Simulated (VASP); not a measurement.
# SiGe (P6_3mc) in VASP: notebook, part 2 of 2

VASP 6.6.1. The steps go on from the part before.

### Step 3. Single point, PBEsol

Input file INCAR:

```
SYSTEM = SiGe
PREC = Accurate
ENCUT = 520
EDIFF = 1E-6
ISMEAR = 0
SIGMA = 0.03
LREAL = .FALSE.
LASPH = .TRUE.
NELM = 80
ALGO = Normal
ISIF = 2
LWAVE = .FALSE.
LCHARG = .FALSE.
GGA = PS
NBANDS = 26
```

Input file KPOINTS:

```
regular mesh
0
G
  12 12 6
  0 0 0
```

Input file POSCAR:

```
SiGe
1.0
    3.9348495701      0.0000000000      0.0000000000
   -1.9674247851      3.4076796878      0.0000000000
    0.0000000000      0.0000000000      6.4999556106
Si Ge
2 2
Direct
    0.6666666667      0.3333333333      0.8745463082
    0.3333333333      0.6666666667      0.3745463082
    0.6666666667      0.3333333333      0.4849323488
    0.3333333333      0.6666666667     -0.0150676512
```

Potentials or basis: VASP PAW PBE potentials, release 64 (Si, Ge_d).

Command:

```bash
$ cat potpaw_PBE.64/Si/POTCAR potpaw_PBE.64/Ge_d/POTCAR > POTCAR
$ mpirun -np 1 vasp_std > vasp.out
```

Wall time 76 s (1 thread of Intel Xeon 6975P-C (Granite Rapids), shared host); peak memory 0.29 GiB.

The run converged. Its results:

- Free energy: -21.1427 eV
- Pressure: -1.6 GPa
- Largest force: 0.984 eV/Å
- Band gap on the k mesh: 0.09 eV, indirect (least direct gap 0.13 eV)

Forces on the atoms (eV/Å):
```
Si   0.000  0.000 -0.984
Si   0.000  0.000 -0.984
Ge   0.000  0.000  0.984
Ge   0.000  0.000  0.984
```

Stress tensor (GPa, compression positive):
```
-0.17  0.00  0.00
 0.00 -0.17  0.00
 0.00  0.00 -4.56
```

Levels at points of the mesh, in eV from the valence-band top:
| k point | band 16 | band 17 | band 18 | band 19 | band 20 | band 21 |
| --- | --- | --- | --- | --- | --- | --- |
| (0.00, 0.00, 0.00) | -0.38 | -0.38 | 0.00 | 0.13 | 1.13 | 2.03 |
| (0.50, 0.00, 0.00) | -3.31 | -2.76 | -1.86 | 0.14 | 1.70 | 3.49 |
| (0.00, 0.00, 0.50) | -1.20 | -1.20 | -1.20 | 0.77 | 0.77 | 2.91 |
| (0.50, 0.00, 0.50) | -2.71 | -2.43 | -2.43 | 0.56 | 0.56 | 1.50 |

Caveat: the PAW data sets were made with another functional, which shifts forces and pressure a little. A k mesh can miss the band edges.

### Step 4. Single point, PBEsol

Input file INCAR:

```
SYSTEM = SiGe
  PREC = Accurate
  ENCUT = 520
  EDIFF = 1E-7
  ISMEAR = 0
  SIGMA = 0.03
  LREAL = .FALSE.
  LASPH = .TRUE.
  NELM = 80
  ALGO = Normal
  ISIF = 2
  LWAVE = .FALSE.
  LCHARG = .FALSE.
  GGA = PS
  NBANDS = 26
```

KPOINTS is that of step 3.

Edit POSCAR of step 3 so:

```diff
@@ -10,3 +10,3 @@
     0.3333333333      0.6666666667      0.3745463082
-    0.6666666667      0.3333333333      0.4849323488
-    0.3333333333      0.6666666667     -0.0150676512
+    0.6666666667      0.3333333333      0.5004526918
+    0.3333333333      0.6666666667      0.0004526918
```

Potentials or basis: VASP PAW PBE potentials, release 64 (Si, Ge_d).

Command:

```bash
$ cat potpaw_PBE.64/Si/POTCAR potpaw_PBE.64/Ge_d/POTCAR > POTCAR
$ mpirun -np 1 vasp_std > vasp.out
```

OUTCAR:

```text
SYSTEM = SiGe
   PREC = Accurate
   ENCUT = 520
   EDIFF = 1E-7
   ISMEAR = 0
   LREAL = .FALSE.
   LASPH = .TRUE.
   NELM = 80
   ISIF = 2
   GGA = PS

 ion  position               nearest neighbor table
   1  0.667  0.333  0.875-   4 2.41   4 2.41   4 2.41   3 2.43
   2  0.333  0.667  0.375-   3 2.41   3 2.41   3 2.41   4 2.43
   3  0.667  0.333  0.500-   2 2.41   2 2.41   2 2.41   1 2.43
   4  0.333  0.667  0.000-   1 2.41   1 2.41   1 2.41   2 2.43

  LATTYP: Found a hexagonal cell.
 ALAT       =     3.9348495701
 C/A-ratio  =     1.6518943087

[... 889 lines left out ...]

 [... further k-points ...]
[... 5 lines left out ...]
  --------------------------------------------------------------------------------------
  -------------------------------------------------------------------------------------
  Total       -1.1018000     -1.1018000     -1.1039086      0.0000000      0.0000000      0.0000000
  in kB      -20.2542442    -20.2542442    -20.2930073      0.0000000      0.0000000      0.0000000
  external PRESSURE =     -20.2671653 kB  Pullay stress =       0.0000000 kB

 VOLUME and BASIS-vectors are now :
 -----------------------------------------------------------------------------
  energy-cutoff  :      520.00
  volume of cell :       87.16
      direct lattice vectors                 reciprocal lattice vectors
     3.934849570  0.000000000  0.000000000     0.254139322  0.146727406  0.000000000
    -1.967424785  3.407679688  0.000000000     0.000000000  0.293454811  0.000000000
     0.000000000  0.000000000  6.499955611     0.000000000  0.000000000  0.153847204

 POSITION                                       TOTAL-FORCE (eV/Angst)
 -----------------------------------------------------------------------------------
      1.96742      1.13589      5.68451        -0.000000     -0.000000      0.009492
     -0.00000      2.27179      2.43453         0.000000     -0.000000      0.009492
      1.96742      1.13589      3.25292        -0.000000     -0.000000     -0.009492
     -0.00000      2.27179      0.00294         0.000000      0.000000     -0.009492
 -----------------------------------------------------------------------------------
    total drift:                                0.000000      0.000001      0.000577

  FREE ENERGIE OF THE ION-ELECTRON SYSTEM (eV)
  ---------------------------------------------------
  free  energy   TOTEN  =       -21.2468500359 eV

  energy  without entropy=      -21.2468500359  energy(sigma->0) =      -21.24685004
```

Wall time 94 s (1 thread of Intel Xeon 6975P-C (Granite Rapids), shared host); peak memory 0.29 GiB.

What came out:

| Property | Result |
| --- | --- |
| Free energy | -21.2469 eV |
| Pressure | -2.0 GPa |
| Largest force | 0.009 eV/Å |
| Band gap on the k mesh | 0.34 eV, direct |

Forces in eV/Å, atoms in the order of the input:
```
Si   0.000  0.000  0.009
Si   0.000  0.000  0.009
Ge   0.000  0.000 -0.009
Ge   0.000  0.000 -0.009
```

Levels at points of the mesh, in eV from the valence-band top:
```
           k point  band 14  band 15  band 16  band 17  band 18  band 19  band 20  band 21  band 22  band 23
(0.00, 0.00, 0.00)    -1.54    -1.54    -0.30     0.00     0.00     0.34     1.25     2.04     2.04     2.61
(0.50, 0.00, 0.00)    -6.34    -4.65    -3.09    -2.94    -1.49     0.39     1.90     3.20     3.32     4.14
(0.00, 0.00, 0.50)    -4.52    -0.94    -0.94    -0.94    -0.94     1.12     1.12     3.07     3.07     3.07
(0.50, 0.00, 0.50)    -7.50    -2.55    -2.55    -2.45    -2.45     0.61     0.61     1.81     1.81     5.73
```

Caveat: the PAW data sets were made with another functional, which shifts forces and pressure a little. A k mesh can miss the band edges.

### Step 5. Single point, PBEsol

This run uses another cell than the first one, of 22.36 Å³/atom, 1.026 times its volume.

Input file INCAR:

```
  PREC = Accurate
  ENCUT = 520
  EDIFF = 1E-6
  ISMEAR = 0
  SIGMA = 0.03
  LREAL = False
  LASPH = True
  NELM = 60
  ALGO = Normal
  ISIF = 2
  LWAVE = False
  LCHARG = False
  GGA = PS
  NBANDS = 26
```

Input file KPOINTS:

```
regular mesh
0
Gamma
  12 12 6
```

Input file POSCAR:

```
SiGe
1.0
    3.9686298291      0.0000000000      0.0000000000
   -1.9843149145      3.4369342502      0.0000000000
    0.0000000000      0.0000000000      6.5557570282
Si Ge
2 2
Direct
    0.6666666667      0.3333333333      0.8745463082
    0.3333333333      0.6666666667      0.3745463082
    0.6666666667      0.3333333333      0.4926925203
    0.3333333333      0.6666666667     -0.0073074797
```

Command:

```bash
$ cat potpaw_PBE.64/Si/POTCAR potpaw_PBE.64/Ge_d/POTCAR > POTCAR
$ mpirun -np 1 vasp_std > vasp.out
```

Run time: 85 s. Hardware: 1 thread of Intel Xeon 6975P-C (Granite Rapids), shared host; peak memory 0.28 GiB.

The run converged. Its results:

- Free energy: -21.1809 eV
- Pressure: -3.6 GPa
- Largest force: 0.501 eV/Å
- Band gap on the k mesh: 0.17 eV, direct

Forces in eV/Å, atoms in the order of the input:
```
Si   0.000  0.000 -0.501
Si   0.000  0.000 -0.501
Ge   0.000  0.000  0.501
Ge   0.000  0.000  0.501
```

Stress tensor (GPa, compression positive):
```
-2.96  0.00  0.00
 0.00 -2.96  0.00
 0.00  0.00 -4.96
```

Levels at points of the mesh, in eV from the valence-band top:
```csv
k point,band 14,band 15,band 16,band 17,band 18,band 19,band 20,band 21,band 22,band 23
"(0.00, 0.00, 0.00)",-1.53,-1.53,-0.12,-0.12,0.00,0.17,1.04,2.13,2.13,2.43
"(0.50, 0.00, 0.00)",-6.35,-4.39,-3.04,-2.68,-1.56,0.38,1.81,3.44,3.55,3.95
"(0.00, 0.00, 0.50)",-4.29,-0.96,-0.96,-0.96,-0.96,0.94,0.94,3.06,3.06,3.06
"(0.50, 0.00, 0.50)",-7.43,-2.44,-2.44,-2.35,-2.35,0.66,0.66,1.77,1.77,5.84
```

Caveat: the PAW data sets were made with another functional, which shifts forces and pressure a little.

### Step 6. Single point, PBEsol

This run uses another cell than the first one, of 22.36 Å³/atom, 1.026 times its volume.

Input file INCAR:

```
SYSTEM = SiGe
PREC = Accurate
ENCUT = 520
EDIFF = 1E-6
ISMEAR = 0
SIGMA = 0.03
LREAL = .FALSE.
LASPH = .TRUE.
NELM = 80
ALGO = Normal
ISIF = 2
LWAVE = .FALSE.
LCHARG = .TRUE.
GGA = PS
LELF = .TRUE.
LVHAR = .TRUE.
NBANDS = 26
```

Input file KPOINTS:

```
Automatic mesh
0
G
  12 12 6
  0 0 0
```

Edit POSCAR of step 5 so:

```diff
@@ -10,3 +10,3 @@
     0.3333333333      0.6666666667      0.3745463082
-    0.6666666667      0.3333333333      0.4926925203
-    0.3333333333      0.6666666667     -0.0073074797
+    0.6666666667      0.3333333333      0.5082128633
+    0.3333333333      0.6666666667      0.0082128633
```

Potentials or basis: VASP PAW PBE potentials, release 64 (Si, Ge_d).

Command:

```bash
$ cat potpaw_PBE.64/Si/POTCAR potpaw_PBE.64/Ge_d/POTCAR > POTCAR
$ mpirun -np 1 vasp_std > vasp.out
```

It took 1.7 min on 1 thread of Intel Xeon 6975P-C (Granite Rapids), shared host; peak memory 0.28 GiB.

The run converged. Its results:

- Free energy: -21.1745 eV
- Pressure: -3.7 GPa
- Largest force: 0.614 eV/Å
- Band gap on the k mesh: 0.19 eV, indirect (least direct gap 0.25 eV)

Forces on the atoms (eV/Å):
```
Si   0.000  0.000  0.614
Si   0.000  0.000  0.614
Ge   0.000  0.000 -0.614
Ge   0.000  0.000 -0.614
```

Stress tensor (GPa, compression positive):
```
-4.50  0.00  0.00
 0.00 -4.50  0.00
 0.00  0.00 -2.23
```

Levels at points of the mesh, in eV from the valence-band top:
| k point | band 14 | band 15 | band 16 | band 17 | band 18 | band 19 | band 20 | band 21 | band 22 | band 23 |
| --- | --- | --- | --- | --- | --- | --- | --- | --- | --- | --- |
| (0.00, 0.00, 0.00) | -1.60 | -1.60 | -0.70 | 0.00 | 0.00 | 0.25 | 0.86 | 1.84 | 1.84 | 2.62 |
| (0.50, 0.00, 0.00) | -6.31 | -4.77 | -3.13 | -3.10 | -1.46 | 0.35 | 1.74 | 2.86 | 2.96 | 4.10 |
| (0.00, 0.00, 0.50) | -4.78 | -0.99 | -0.99 | -0.99 | -0.99 | 1.03 | 1.03 | 2.94 | 2.94 | 2.94 |
| (0.50, 0.00, 0.50) | -7.48 | -2.73 | -2.73 | -2.46 | -2.46 | 0.41 | 0.41 | 1.80 | 1.80 | 5.38 |

Caveat: the PAW data sets were made with another functional, which shifts forces and pressure a little. A k mesh can miss the band edges.

### Step 7. Single point, PBEsol

This run uses another cell than the first one, of 22.36 Å³/atom, 1.026 times its volume.

Input file INCAR:

```
SYSTEM = SiGe
  PREC = Accurate
  ENCUT = 520
  EDIFF = 1E-6
  ISMEAR = 0
  SIGMA = 0.03
  LREAL = .FALSE.
  LASPH = .TRUE.
  NELM = 60
  ALGO = Normal
  ISIF = 2
  LWAVE = .FALSE.
  LCHARG = .FALSE.
  GGA = PS
  NBANDS = 26
```

Input file KPOINTS:

```
regular mesh
0
G
  12 12 6
  0 0 0
```

Edit POSCAR of step 6 so:

```diff
@@ -10,3 +10,3 @@
     0.3333333333      0.6666666667      0.3745463082
-    0.6666666667      0.3333333333      0.5082128633
-    0.3333333333      0.6666666667      0.0082128633
+    0.6666666667      0.3333333333      0.5004526918
+    0.3333333333      0.6666666667      0.0004526918
```

Command:

```bash
$ cat potpaw_PBE.64/Si/POTCAR potpaw_PBE.64/Ge_d/POTCAR > POTCAR
$ mpirun -np 1 vasp_std > vasp.out
```

It took 89 s on 1 thread of Intel Xeon 6975P-C (Granite Rapids), shared host; peak memory 0.28 GiB.

It converged, with:

```
Free energy            : -21.2060 eV
Pressure               : -3.8 GPa
Largest force          : 0.019 eV/Å
Band gap on the k mesh : 0.27 eV, direct
```

Forces in eV/Å, atoms in the order of the input:
```
Si   0.000  0.000  0.019
Si   0.000  0.000  0.019
Ge   0.000  0.000 -0.019
Ge   0.000  0.000 -0.019
```

Levels at points of the mesh, in eV from the valence-band top:
```csv
k point,band 14,band 15,band 16,band 17,band 18,band 19,band 20,band 21,band 22,band 23
"(0.00, 0.00, 0.00)",-1.50,-1.50,-0.29,0.00,0.00,0.27,1.01,2.05,2.05,2.58
"(0.50, 0.00, 0.00)",-6.27,-4.52,-3.01,-2.84,-1.45,0.43,1.84,3.21,3.32,4.08
"(0.00, 0.00, 0.50)",-4.47,-0.91,-0.91,-0.91,-0.91,1.04,1.04,3.06,3.06,3.06
"(0.50, 0.00, 0.50)",-7.39,-2.49,-2.49,-2.38,-2.38,0.60,0.60,1.84,1.84,5.67
```

Caveat: the PAW data sets were made with another functional, which shifts forces and pressure a little. A k mesh can miss the band edges.
